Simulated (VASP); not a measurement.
Here is a VASP 6.6.1 calculation.

Contents of INCAR:

```
ALGO     = Normal         # electronic algorithm
EDIFF    = 1E-6           # SCF threshold, eV
ENCUT    = 520            # plane-wave cutoff, eV
GGA      = PS             # functional
ISIF     = 2              # what is computed and relaxed
ISMEAR   = 0              # smearing method
LASPH    = T              # aspherical terms in the spheres
LCHARG   = F              # write CHGCAR
LREAL    = F              # projectors in reciprocal space
LWAVE    = F              # write WAVECAR
NBANDS   = 11             # bands
NELM     = 60             # most SCF steps
PREC     = Accurate       # precision mode
SIGMA    = 0.01           # smearing width, eV
```

Contents of KPOINTS:

```
k-points
0
Gamma
  7 7 7
```

POSCAR

```
MgS
1.0
    0.0000000000      2.8331200000      2.8331200000
    2.8331200000      0.0000000000      2.8331200000
    2.8331200000      2.8331200000      0.0000000000
Mg S
1 1
Direct
    0.0000000000      0.0000000000      0.0000000000
    0.7500000000      0.7500000000      0.7500000000
```

Potentials or basis: VASP PAW PBE potentials, release 64 (Mg, S).

Run with:

```bash
$ cat potpaw_PBE.64/Mg/POTCAR potpaw_PBE.64/S/POTCAR > POTCAR
$ mpirun -np 1 vasp_std > vasp.out
```

Question: Estimate the pressure.

Answer: -0.5 GPa.

Question: What does it give for the band gap on the k mesh?

Answer: 3.28 eV, direct.

Caveat: the PAW data sets were made with another functional, which shifts forces and pressure a little. Expect the measured gap to be larger: semilocal functionals such as PBEsol lack the derivative discontinuity.
